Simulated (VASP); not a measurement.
A run of VASP 6.6.1:

Contents of INCAR:

```
SYSTEM = WSe2
ALGO = Normal
EDIFF = 1E-6
ENCUT = 520
GGA = PS
ISIF = 2
ISMEAR = 0
IVDW = 12
LASPH = .True.
LCHARG = .False.
LREAL = .False.
LWAVE = .False.
NBANDS = 35
NELM = 60
PREC = Accurate
SIGMA = 0.02
```

Contents of KPOINTS:

```
k-points
0
Gamma
  12 12 4
  0 0 0
```

Contents of POSCAR:

```
WSe2
1.0
    3.2090419789      0.0000000000      0.0000000000
   -1.6045209895      2.7791118755      0.0000000000
    0.0000000000      0.0000000000     12.2089448802
W Se
2 4
Direct
    0.6666666667      0.3333333333      0.2499514166
    0.3333333333      0.6666666667      0.7500485834
    0.3333333333      0.6666666667      0.3878583956
    0.6666666667      0.3333333333      0.8879550797
    0.3333333333      0.6666666667      0.1120449203
    0.6666666667      0.3333333333      0.6121416044
```

Potentials or basis: VASP PAW PBE potentials, release 64 (W_sv, Se).

The run is started by

```console
$ cat potpaw_PBE.64/W_sv/POTCAR potpaw_PBE.64/Se/POTCAR > POTCAR
$ mpirun -np 1 vasp_std > vasp.out
```

Hardware: 1 thread of Intel(R) Xeon(R) Platinum 8488C (Sapphire Rapids), with other jobs on the host.

**Question.** Estimate the wall time of this run.

**Answer.** Run time: 2.3 min on 1 thread of Intel(R) Xeon(R) Platinum 8488C (Sapphire Rapids), with other jobs on the host, peak memory 0.37 GiB. Counts: scf iterations 14, k points 69.
